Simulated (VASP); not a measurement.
Input of a VASP 6.6.1 run:

File INCAR:

```
ALGO = Fast ; EDIFF = 1E-6
ENCUT = 520 ; GGA = PS
ISIF = 2 ; ISMEAR = 0
LASPH = T ; LCHARG = F
LREAL = F ; LWAVE = F
NBANDS = 18 ; NELM = 80
PREC = Accurate ; SIGMA = 0.15
```

KPOINTS

```
k-points
0
Gamma
  18 18 10
```

The input POSCAR:

```
Au
1.0
    2.8999984104      0.0000000000      0.0000000000
   -1.4499992052      2.5114722944      0.0000000000
    0.0000000000      0.0000000000      4.8800000000
Au
2
Direct
    0.2935160516      0.5870321031      0.7090163934
    0.6666666667      0.3333333333      0.2500000000
```

Potentials or basis: VASP PAW PBE potentials, release 64 (Au).

The run is started by

```console
$ cat potpaw_PBE.64/Au/POTCAR > POTCAR
$ mpirun -np 1 vasp_std > vasp.out
```

**Question.** Estimate the pressure.

**Answer.** -3.0 GPa.

**Question.** What does it give for the band gap on the k mesh?

**Answer.** Zero (band 11 reaches 12.42 eV, above the bottom of band 12 at 6.30 eV).

Stress tensor (GPa, compression positive):
```
-3.20  0.00  0.00
 0.00 -4.85  1.29
 0.00  1.29 -1.10
```

Caveat: the cell differs from its parent crystal (atom 1 (Au) moved by (-0.200, -0.200) A along y and z); the PAW data sets were made with another functional, which shifts forces and pressure a little; spin-orbit coupling is left out, which moves the levels of the heavy elements.
